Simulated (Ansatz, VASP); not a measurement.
CdSe in VASP and in Ansatz

```
Cd Se
1.0
     0.00000    3.07027    3.07027
     3.07027    0.00000    3.07027
     3.07027    3.07027    0.00000
Cd Se
1 1
Direct
  0.00000 0.00000 0.00000
  0.25000 0.25000 0.25000
```

Alike in both runs: task single point; functional LDA; k mesh 6 × 6 × 6; occupations gaussian, width 0.1 eV; no spin polarisation.

```csv
,VASP,Ansatz
version,VASP 6.6.1,Ansatz 0.2.0
potentials or method,"VASP PAW LDA potentials, release 64 (Cd, Se), cutoff 520 eV","scalar-relativistic, plane waves, PAW"
valence electrons in the cell,18,36
```

VASP gave:

- gap on the k mesh at the Fermi level (eV): 0.30
- least direct gap on the mesh (eV): 0.30
- pressure (GPa): -2.9

Question: What did Ansatz give for the same quantities?

Answer: gap on the k mesh at the Fermi level (eV): 0.27; least direct gap on the mesh (eV): 0.27; pressure (GPa): -3.2.

Ansatz warns that its potentials were made for another functional, while VASP's fit it. LDA's correlation is that of Perdew and Zunger in VASP and of Perdew and Wang (1992) in Ansatz. VASP's potentials hold 18 valence electrons a cell and Ansatz's 36, so a difference there can come from the potentials and not from the codes.
